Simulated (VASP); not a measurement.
The system is MgSe3.

```
CELL_PARAMETERS angstrom
3.52668 0.00000 0.00000
-1.76334 3.05419 0.00000
0.00000 0.00000 7.09503
ATOMIC_POSITIONS crystal
Mg 0.00000 0.00000 0.00000
Se 0.50000 0.00000 0.50000
Se 0.00000 0.50000 0.50000
Se 0.50000 0.50000 0.50000
```

```yaml
Program: VASP 6.6.1
Task: relaxation of cell and atoms
Functional: PBE
Potentials_or_basis: VASP PAW PBE potentials, release 64 (Mg, Se)
Cutoff: 600 eV
k_mesh: 6 × 6 × 4
Occupations: gaussian, width 0.1 eV
Spin: no spin polarisation
```

At the start: pressure 224.1 GPa; volume 19.11 Å³/atom.

**Question.** How do energy, volume and symmetry change on relaxing?

**Answer.** Over 26 steps the energy falls by 11777.4 meV/atom and the volume is 21.67 Å³/atom (+13.4 %); space group P6/mmm (No. 191, to 0.05 Å).

Step by step:
| step | energy change (eV) | largest force (eV/Å) | pressure (GPa) | volume (Å³) |
| --- | --- | --- | --- | --- |
| 1 | 0.0000 | 0.0000 | 224.10 | 76.42 |
| 2 | -30.2394 | 0.0000 | -3.30 | 652.32 |
| 3 | -32.9022 | 0.0000 | -3.20 | 562.92 |
| 4 | -34.7144 | 0.0000 | -3.13 | 499.78 |
| 5 | -42.9127 | 0.0000 | -4.80 | 242.31 |
| 6 | -44.1480 | 0.0000 | 7.42 | 147.83 |
| 7 | -44.5865 | 0.0000 | -3.66 | 196.29 |
| 8 | -44.9595 | 0.0000 | -0.42 | 171.21 |
| 9 | -44.9618 | 0.0000 | -0.87 | 173.49 |
| 10 | -45.0261 | 0.0000 | -0.94 | 169.19 |
| 11 | -45.2681 | 0.0000 | -1.21 | 156.28 |
| 12 | -45.8886 | 0.0000 | -1.14 | 130.41 |
| 13 | -46.6298 | 0.0000 | 11.12 | 78.47 |
| 14 | -46.6518 | 0.0000 | 1.26 | 100.97 |
| 15 | -46.7079 | 0.0000 | 3.47 | 92.55 |
| 16 | -46.7833 | 0.0000 | 2.85 | 91.89 |
| 17 | -46.9541 | 0.0000 | 1.15 | 89.52 |
| 18 | -47.0046 | 0.0000 | 0.92 | 88.16 |
| 19 | -47.0522 | 0.0000 | 1.58 | 85.01 |
| 20 | -44.7615 | 0.0000 | 18.29 | 76.89 |
| 21 | -47.0882 | 0.0000 | 1.96 | 84.29 |
| 22 | -47.0904 | 0.0000 | 2.25 | 83.92 |
| 23 | -47.1014 | 0.0000 | 0.39 | 86.25 |
| 24 | -47.1022 | 0.0000 | 0.76 | 85.76 |
| 25 | -47.1091 | 0.0000 | 0.18 | 86.47 |
| 26 | -47.1095 | 0.0000 | 0.01 | 86.70 |

Final structure:
```yaml
crystal:
  lattice:
    - [5.82476, 0.00000, 0.00000]
    - [-2.91238, 5.04439, 0.00000]
    - [0.00000, 0.00000, 2.95070]
  atoms:
    - { symbol: Mg, position: [0.00000, 0.00000, 0.00000] }
    - { symbol: Se, position: [0.50000, 0.00000, 0.50000] }
    - { symbol: Se, position: [0.00000, 0.50000, 0.50000] }
    - { symbol: Se, position: [0.50000, 0.50000, 0.50000] }
```
